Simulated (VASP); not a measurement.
Wanted: the native input for a VASP 6.6.1 run.

```yaml
Task: single point
Functional: PBEsol
Potentials_or_basis: VASP PAW PBE potentials, release 64 (Ti_sv, O)
Cutoff: 520 eV
k_mesh: 12 × 12 × 12
Occupations: gaussian, width 0.15 eV
Spin: no spin polarisation
Dipole_correction: no
Further_INCAR_settings: ALGO = Normal; EDIFF = 1e-07; NBANDS = 36
```

The structure of TiO lies in POSCAR:

```
TiO
1.0
    4.0335084229      0.0000000000      0.0000000000
    0.0000000000      4.1847649888      0.0000000000
    0.0000000000      0.0000000000      4.0335084229
Ti O
3 3
Direct
    0.5000000000      0.5000000000      0.0000000000
    0.0000000000      0.5000000000      0.5000000000
    0.5000000000      0.0000000000      0.5000000000
    0.0000000000      0.5000000000      0.0000000000
    0.5000000000      0.0000000000      0.0000000000
    0.0000000000      0.0000000000      0.5000000000
```

This cell differs from its parent crystal: strain +0.0375 x Voigt [0, 1, 0, 0, 0, 0].

One way to write it, as run:

INCAR

```
PREC = Accurate ; ENCUT = 520
EDIFF = 1E-7 ; ISMEAR = 0
SIGMA = 0.15 ; LREAL = F
LASPH = T ; NELM = 100
ALGO = Normal ; ISIF = 2
LWAVE = F ; LCHARG = F
GGA = PS ; NBANDS = 36
```

KPOINTS

```
regular mesh
0
Gamma
  12 12 12
```

Potentials or basis: VASP PAW PBE potentials, release 64 (Ti_sv, O).

The run is started by

```sh
$ cat potpaw_PBE.64/Ti_sv/POTCAR potpaw_PBE.64/O/POTCAR > POTCAR
$ mpirun -np 1 vasp_std > vasp.out
```

It gave:

- Pressure: -6.8 GPa
- Band gap on the k mesh: zero (band 27 reaches 8.41 eV, above the bottom of band 28 at 6.44 eV)

Caveat: the cell differs from its parent crystal (strain +0.0375 x Voigt [0, 1, 0, 0, 0, 0]); the PAW data sets were made with another functional, which shifts forces and pressure a little; semilocal functionals often make such compounds metallic where correlation or magnetic order opens a gap, which also shifts bond lengths.

It took 3.7 min on 1 thread of Intel(R) Xeon(R) 6975P-C (Granite Rapids) (shared host), peak memory 0.44 GiB.
